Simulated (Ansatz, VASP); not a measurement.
# Be3ZnSe4: VASP beside Ansatz

INCAR

```
PREC = Accurate
ENCUT = 520
EDIFF = 1E-7
ISMEAR = 0
SIGMA = 0.1
LREAL = False
LASPH = True
NELM = 100
ALGO = Normal
ISIF = 2
LWAVE = False
LCHARG = False
GGA = PE
NBANDS = 31
```

File KPOINTS:

```
regular mesh
0
Gamma
  6 6 1
```

Contents of POSCAR:

```
Be3ZnSe4
1.0
    3.7472541317      0.0000000289      0.0000000000
   -1.8736270909      3.2452172581      0.0000000000
    0.0000000000      0.0000000000     12.4116806000
Be Zn Se
3 1 4
Direct
    0.6666666667      0.3333333333      0.0125380000
    0.6666666667      0.3333333333      0.4928060000
    0.0000000000      0.0000000000      0.2531180000
    0.0000000000      0.0000000000      0.7562110000
    0.6666666667      0.3333333333      0.1939280000
    0.6666666667      0.3333333333      0.6729290000
    0.0000000000      0.0000000000      0.4343310000
    0.0000000000      0.0000000000      0.9541390000
```

Input for Ansatz:

```yaml
crystal:
  lattice:
    - [3.7472541317, 2.89e-08, 0.0]
    - [-1.8736270909, 3.2452172581, 0.0]
    - [0.0, 0.0, 12.4116806]
  atoms:
    - { symbol: Be, position: [0.6666666667, 0.3333333333, 0.012538] }
    - { symbol: Be, position: [0.6666666667, 0.3333333333, 0.492806] }
    - { symbol: Be, position: [0.0, 0.0, 0.253118] }
    - { symbol: Zn, position: [0.0, 0.0, 0.756211] }
    - { symbol: Se, position: [0.6666666667, 0.3333333333, 0.193928] }
    - { symbol: Se, position: [0.6666666667, 0.3333333333, 0.672929] }
    - { symbol: Se, position: [0.0, 0.0, 0.434331] }
    - { symbol: Se, position: [0.0, 0.0, 0.954139] }
basis:
  ecutwfc: 420
kpoints:
  mp_grid: { grid: [6, 6, 1] }
hamiltonian:
  xc: pbe
scf:
  occupations: { method: gaussian, width: 0.1 }
  lower_state_search: "off"
output:
  forces: true
  stress: true
  eigenvalues: true
```

Alike in both runs: task single point; functional PBE; k mesh 6 × 6 × 1; occupations gaussian, width 0.1 eV; no spin polarisation.

|  | VASP | Ansatz |
| --- | --- | --- |
| version | VASP 6.6.1 | Ansatz 0.2.0 |
| potentials or method | VASP PAW PBE potentials, release 64 (Be, Zn, Se), cutoff 520 eV | scalar-relativistic, plane waves, PAW |
| valence electrons in the cell | 42 | 82 |

|  | VASP | Ansatz | Ansatz less VASP |
| --- | --- | --- | --- |
| gap on the k mesh at the Fermi level (eV) | 2.60 | 2.61 | +0.009 |
| least direct gap on the mesh (eV) | 2.64 | 2.64 | 0.000 |
| pressure (GPa) | 0.2 | 0.0 | -0.20 |
| traceless stress, the component that is largest in VASP (GPa) | -0.07 | -0.08 | -0.006 |
| rms of the force components (eV/Å) | 0.009 | 0.008 | -0.0004 |

Atom by atom the forces differ by 0.004 eV/Å (rms over components). With one functional, cell and mesh, what is left measures potentials, basis and numerics. VASP's potentials hold 42 valence electrons a cell and Ansatz's 82, so a difference there can come from the potentials and not from the codes.

The k mesh is coarse, so the values compare programs but aren't converged.
